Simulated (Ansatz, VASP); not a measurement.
**Mg5Te2: VASP beside Ansatz**

The input INCAR:

```
SYSTEM = Mg5Te2
ALGO = Normal ; EDIFF = 1E-6
ENCUT = 600 ; GGA = PE
GGA_COMPAT = .FALSE. ; ISIF = 2
ISMEAR = 0 ; LASPH = .TRUE.
LCHARG = .FALSE. ; LREAL = .FALSE.
LWAVE = .FALSE. ; NBANDS = 20
NELM = 120 ; PREC = Accurate
SIGMA = 0.1
```

The input KPOINTS:

```
k-points
0
G
  3 3 3
  0 0 0
```

The input POSCAR:

```
Mg5Te2
1.0
    3.1209994533      1.8019098745      5.3527849234
   -3.1209994533      1.8019098745      5.3527849234
    0.0000000000     -3.6038197490      5.3527849234
Mg Te
5 2
Direct
    0.1767385258      0.1767385258      0.1767385258
    0.8232614742      0.8232614742      0.8232614742
    0.5000000000      0.5000000000      0.0000000000
    0.0000000000      0.5000000000      0.5000000000
    0.5000000000      0.0000000000      0.5000000000
    0.0000000000      0.0000000000      0.0000000000
    0.5000000000      0.5000000000      0.5000000000
```

Input for Ansatz:

```yaml
crystal:
  lattice:
    - [3.1209994533, 1.8019098745, 5.3527849234]
    - [-3.1209994533, 1.8019098745, 5.3527849234]
    - [0.0, -3.603819749, 5.3527849234]
  atoms:
    - { symbol: Mg, position: [0.1767385258, 0.1767385258, 0.1767385258] }
    - { symbol: Mg, position: [0.8232614742, 0.8232614742, 0.8232614742] }
    - { symbol: Mg, position: [0.5, 0.5, 0.0] }
    - { symbol: Mg, position: [0.0, 0.5, 0.5] }
    - { symbol: Mg, position: [0.5, 0.0, 0.5] }
    - { symbol: Te, position: [0.0, 0.0, 0.0] }
    - { symbol: Te, position: [0.5, 0.5, 0.5] }
basis:
  ecutwfc: 420
kpoints:
  mp_grid: { grid: [3, 3, 3] }
hamiltonian:
  xc: pbe
scf:
  occupations: { method: gaussian, width: 0.1 }
  lower_state_search: "off"
output:
  forces: true
  stress: true
  eigenvalues: true
```

Alike in both runs: task single point; functional PBE; k mesh 3 × 3 × 3; occupations gaussian, width 0.1 eV; no spin polarisation.

|  | VASP | Ansatz |
| --- | --- | --- |
| version | VASP 6.6.1 | Ansatz 0.2.0 |
| potentials or method | VASP PAW PBE potentials, release 64 (Mg, Te), cutoff 600 eV | scalar-relativistic, plane waves, PAW |
| valence electrons in the cell | 22 | 82 |

|  | VASP | Ansatz | Ansatz less VASP |
| --- | --- | --- | --- |
| gap on the k mesh at the Fermi level (eV) | none | none | - |
| pressure (GPa) | -0.3 | -0.2 | +0.08 |
| traceless stress, the component that is largest in VASP (GPa) | 0.17 | 0.16 | -0.001 |
| rms of the force components (eV/Å) | 0.021 | 0.019 | -0.0018 |

Atom by atom the forces differ by 0.002 eV/Å (rms over components). A gap of «none» marks a metal or a gap that the smearing closes. The functional is the same, so the differences come from potentials, cutoffs and numerics. VASP's potentials hold 22 valence electrons a cell and Ansatz's 82, so a difference there can come from the potentials and not from the codes.

The k mesh is coarse, so the values compare programs but aren't converged. Neither program's run includes spin-orbit coupling.
